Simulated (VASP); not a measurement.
# Sr4TmSi (P6/mmm) in VASP: a series of runs, part 2 of 2

VASP 6.6.1. The steps go on from the part before.

**4. Relaxation of cell and atoms, PBE**

This run uses another cell than the first one, of 32.64 Å³/atom.

File INCAR:

```
SYSTEM = Sr4TmSi
PREC = Accurate
ENCUT = 500
EDIFF = 1E-7
ISMEAR = 0
SIGMA = 0.2
LREAL = .False.
LASPH = .True.
NELM = 200
ALGO = Normal
ISIF = 3
LWAVE = .False.
LCHARG = .False.
GGA = PE
IBRION = 2
NSW = 36
EDIFFG = -0.08
GGA_COMPAT = .False.
NELMIN = 4
LMAXMIX = 6
```

File KPOINTS:

```
Automatic mesh
0
Gamma
  4 4 2
  0 0 0
```

File POSCAR:

```
Sr4TmSi
1.0
    5.2128954000      0.0000000000      0.0000000000
   -2.6064477000      4.5144998500      0.0000000000
    0.0000000000      0.0000000000      8.3221661300
Sr Tm Si
4 1 1
Direct
    0.3333333300      0.6666666700      0.0000000000
    0.6666666700      0.3333333300      0.0000000000
    0.3333333300      0.6666666700      0.5000000000
    0.6666666700      0.3333333300      0.5000000000
    0.0000000000      0.0000000000      0.5000000000
    0.0000000000      0.0000000000      0.0000000000
```

Potentials or basis: VASP PAW PBE potentials, release 64 (Sr_sv, Tm_3, Si), 4f in core.

Started as:

```bash
$ cat potpaw_PBE.64/Sr_sv/POTCAR potpaw_PBE.64/Tm_3/POTCAR potpaw_PBE.64/Si/POTCAR > POTCAR
$ mpirun -np 1 vasp_std > vasp.out
```

OUTCAR:

```text
SYSTEM = Sr4TmSi
   PREC = Accurate
   ENCUT = 500
   EDIFF = 1E-7
   ISMEAR = 0
   LREAL = .False.
   LASPH = .True.
   NELM = 200
   ISIF = 3
   GGA = PE
   IBRION = 2
   NSW = 36
   EDIFFG = -0.08
   NELMIN = 4

 ion  position               nearest neighbor table
   1  0.333  0.667  0.000-   6 3.01   2 3.01   2 3.01   6 3.01   6 3.01   2 3.01   3 4.16   3 4.16

   2  0.667  0.333  0.000-   6 3.01   1 3.01   1 3.01   6 3.01   6 3.01   1 3.01   4 4.16   4 4.16

   3  0.333  0.667  0.500-   5 3.01   4 3.01   4 3.01   5 3.01   5 3.01   4 3.01   1 4.16   1 4.16

   4  0.667  0.333  0.500-   5 3.01   3 3.01   3 3.01   5 3.01   5 3.01   3 3.01   2 4.16   2 4.16

   5  0.000  0.000  0.500-   3 3.01   4 3.01   4 3.01   3 3.01   4 3.01   3 3.01
   6  0.000  0.000  0.000-   1 3.01   2 3.01   2 3.01   1 3.01   2 3.01   1 3.01

  LATTYP: Found a hexagonal cell.
 ALAT       =     5.2128954000
 C/A-ratio  =     1.5964575330

  Lattice vectors:

 A1 = (   5.2128954000,   0.0000000000,   0.0000000000)
 A2 = (  -2.6064477000,   4.5144998500,   0.0000000000)
 A3 = (   0.0000000000,   0.0000000000,   8.3221661300)

Analysis of symmetry for initial positions (statically):
=====================================================================
 Subroutine PRICEL returns:
 Original cell was already a primitive cell.

 Routine SETGRP: Setting up the symmetry group for a
 hexagonal supercell.

 Subroutine GETGRP returns: Found 24 space group operations
 (whereof 24 operations were pure point group operations)
 out of a pool of 24 trial point group operations.

The static configuration has the point symmetry D_6h.

Analysis of symmetry for dynamics (positions and initial velocities):
=====================================================================
 Subroutine PRICEL returns:
 Original cell was already a primitive cell.

 Routine SETGRP: Setting up the symmetry group for a
 hexagonal supercell.

 Subroutine GETGRP returns: Found 24 space group operations
 (whereof 24 operations were pure point group operations)
[... 103 lines left out ...]
   PSTRESS=    0.0 pullay stress
   NELECT =      53.0000    total number of electrons
   NUPDOWN=      -1.0000    fix difference up-down
   EMIN   =  10.00;   EMAX   =-10.00  energy-range for DOS
   EFERMI =   0.00;   METHOD = LEGACY
   ISMEAR =     0;   SIGMA  =   0.20  broadening in eV -4-tet -1-fermi 0-gaus
   EFERMI_NEDOS =   21; number of points for ismear=-14 and -15
   IALGO  =     38    algorithm
   IMIX   =      4    mixing-type and parameters
     AMIX     =   0.40;   BMIX     =  1.00
     AMIX_MAG =   1.60;   BMIX_MAG =  1.00
  volume/ion in A,a.u.               =      32.64       220.28
  Fermi-wavevector in a.u.,A,eV,Ry     =   1.058909  2.001047 15.256039  1.121287
  Thomas-Fermi vector in A             =   2.194235
   LORBIT       =      0    0 simple, 1 ext, 2 COOP (PROOUT), +10 PAW based schemes
   GGA     = PE    functional components
   LHFCALC =     F    Hartree Fock is set to
   AEXX    =    0.0000 exact exchange contribution
   IVDW    =     0    specifies the selected vdW correction
   LEPSILON=     F    determine dielectric tensor
   LRPA    =     F    only Hartree local field effects (RPA)
 conjugate gradient relaxation of ions
 non-spin polarized calculation
 Gauss-broadening in eV      SIGMA  =   0.20
  energy-cutoff  :      500.00
  volume of cell :      195.85
 maximum number of plane-waves:      5022
 NGX is ok and might be reduce to    40
   NGX = 19   NGY = 19   NGZ = 31

--------------------------------------- Ionic step        1  -------------------------------------------

 number of electron      53.0000001 magnetization

 Free energy of the ion-electron system (eV)
  ---------------------------------------------------
  ext. energy  EPLUGINS =         0.00000000
  ---------------------------------------------------
  free energy    TOTEN  =        -9.26687434 eV

  energy without entropy =       -9.10530265  energy(sigma->0) =       -9.18608850

------------------------ aborting loop because EDIFF is reached ----------------------------------------

  FORCE on cell =-STRESS in cart. coord.  units (eV):
  Direction    XX          YY          ZZ          XY          YZ          ZX
  --------------------------------------------------------------------------------------
  -------------------------------------------------------------------------------------
  Total       24.0603487     24.0603487     -6.6962331      0.0000000      0.0000000     -0.0000000
  in kB      196.8282650    196.8282655    -54.7792539      0.0000000      0.0000000     -0.0000000
  external PRESSURE =     112.9590922 kB  Pullay stress =       0.0000000 kB
[... 307 lines left out ...]
--------------------------------------- Ionic step        9  -------------------------------------------

 number of electron      53.0000004 magnetization

 Free energy of the ion-electron system (eV)
  ---------------------------------------------------
  ext. energy  EPLUGINS =         0.00000000
  ---------------------------------------------------
  free energy    TOTEN  =       -13.79259128 eV

  energy without entropy =      -13.67193478  energy(sigma->0) =      -13.73226303

 E-fermi :   2.5148     XC(G=0):  -8.4173

 val. band max:        2.4461382001   @ k =   0.2500   0.2500   0.5000
 cond. band min:       2.5491660449   @ k =   0.5000   0.0000   0.5000
 fundamental gap:      0.1030278449
 Fermi energy:         2.5147504899

 k-point     1 :       0.0000    0.0000    0.0000
  band No.  band energies     occupation
      1     -33.9257      2.00000
      2     -33.8619      2.00000
      3     -33.4592      2.00000
      4     -33.3930      2.00000
      5     -23.7112      2.00000
      6     -23.7112      2.00000
[... 294 lines left out ...]
  FREE ENERGIE OF THE ION-ELECTRON SYSTEM (eV)
  ---------------------------------------------------
  free  energy   TOTEN  =       -13.7925912753 eV

  energy  without entropy=      -13.6719347839  energy(sigma->0) =      -13.73226303

 reached required accuracy - stopping structural energy minimisation
```

It took 5.5 min on 1 thread of Intel Xeon 6975P-C (Granite Rapids), shared host; peak memory 0.34 GiB.

What came out:

```yaml
Free_energy: -13.7926 eV
Relaxed_volume: 38.32 Å³/atom
Relaxed_cell: a = 6.206 Å, b = 6.206 Å, c = 6.894 Å, α = 90.00°, β = 90.00°, γ = 120.00°
Space_group_after_relaxing_to_0.1_Å: P6/mmm (No. 191)
Energy_gained_by_relaxing: 754.3 meV/atom
Ionic_steps: 9
Pressure_after_relaxing: 0.0 GPa
Band_gap_on_the_k_mesh: zero (an odd number of electrons rules out a gap without spin polarisation)
```

Step by step:
```csv
step,energy change (eV),largest force (eV/Å),pressure (GPa),volume (Å³)
1,0.0000,0.0000,11.30,195.85
2,-4.1252,0.0000,-0.78,263.94
3,-4.1173,0.0000,-1.75,280.08
4,-4.1489,0.0000,-1.22,270.57
5,-4.3258,0.0000,-1.12,258.94
6,-4.4396,0.0000,0.16,224.46
7,-4.5047,0.0000,-0.65,239.76
8,-4.5108,0.0000,-0.51,236.46
9,-4.5257,0.0000,-0.02,229.92
```

Final structure:
```
CELL_PARAMETERS angstrom
6.20577 0.00000 0.00000
-3.10289 5.37436 0.00000
0.00000 0.00000 6.89384
ATOMIC_POSITIONS crystal
Sr 0.33333 0.66667 0.00000
Sr 0.66667 0.33333 0.00000
Sr 0.33333 0.66667 0.50000
Sr 0.66667 0.33333 0.50000
Tm 0.00000 0.00000 0.50000
Si 0.00000 0.00000 0.00000
```

Caveat: the k points lie up to 0.46 Å⁻¹ apart in the final cell, too coarse for converged energies and pressures of a metal; the volume moved by over 15 % at a fixed basis, so the end points are rough; spin-orbit coupling is left out, which moves the levels of the heavy elements; the 4f electrons are frozen in the core, so they carry no moment and show no levels. Spin polarisation is off, so any magnetic state and its effect on volume and gap are missing.

**5. Overview**

| cell | gap on the mesh (eV) | pressure (GPa) | relaxed volume (Å³/atom) | largest force (eV/Å) |
| --- | --- | --- | --- | --- |
| relaxed from a = 4.608, b = 4.608, c = 8.802 Å, angles 90.0, 90.0, 120.0°, 6 atoms, atomic positions A | none | 0.0 | 76.43 | 0.08 |
| relaxed from a = 5.047, b = 5.047, c = 7.401 Å, angles 90.0, 90.0, 120.0°, 6 atoms, atomic positions B | none | -0.1 | 36.34 | 0.01 |
| relaxed from a = 5.213, b = 5.213, c = 8.322 Å, angles 90.0, 90.0, 120.0°, 6 atoms, atomic positions C | none | 0.0 | 38.32 | - |

Alike in all rows: task relaxation of cell and atoms; level PBE; potentials or basis VASP PAW PBE potentials, release 64 (Sr_sv, Tm_3, Si), 4f in core; no spin polarisation; k mesh 4 × 4 × 2; cutoff (eV) 500; smearing gaussian 0.2 eV.

Caveats: all runs use coarse meshes; the volume moved by over 15 % at a fixed basis, so the end points are rough; spin-orbit coupling is left out, which moves the levels of the heavy elements; the 4f electrons are frozen in the core, so they carry no moment and show no levels; the relaxation stopped at a loose force limit of 0.08 eV/Å, so its end isn't a converged minimum (at least some runs).

Total energies depend on the potentials used, so only differences within one code and one set of settings carry meaning.

The gap in the log of VASP goes by the Fermi energy; the results here count the filled bands.